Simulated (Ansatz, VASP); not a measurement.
Re: VASP beside Ansatz

```xyz
1
Lattice="0.0000 2.0742 1.6882 2.0742 0.0000 1.6882 2.0742 2.0742 0.0000" Properties=species:S:1:pos:R:3 pbc="T T T"
Re    0.0000    0.0000    0.0000
```

Alike in both runs: task single point; functional PBE; k mesh 10 × 10 × 10; occupations gaussian, width 0.15 eV; no spin polarisation.

|  | VASP | Ansatz |
| --- | --- | --- |
| version | VASP 6.6.1 | Ansatz 0.2.0 |
| potentials or method | VASP PAW PBE potentials, release 64 (Re_sv_GW), cutoff 560 eV | scalar-relativistic, plane waves, PAW |
| valence electrons in the cell | 15 | 15 |

Ansatz gave:

- gap on the k mesh at the Fermi level (eV): none
- pressure (GPa): 15.6
- traceless stress, the component that is largest in VASP (GPa): 11.26

Estimate VASP's values.

gap on the k mesh at the Fermi level (eV): none; pressure (GPa): 14.1; traceless stress, the component that is largest in VASP (GPa): 11.24.

A gap of «none» marks a metal or a gap that the smearing closes. With one functional, cell and mesh, what is left measures potentials, basis and numerics.

Spin-orbit coupling is off throughout.
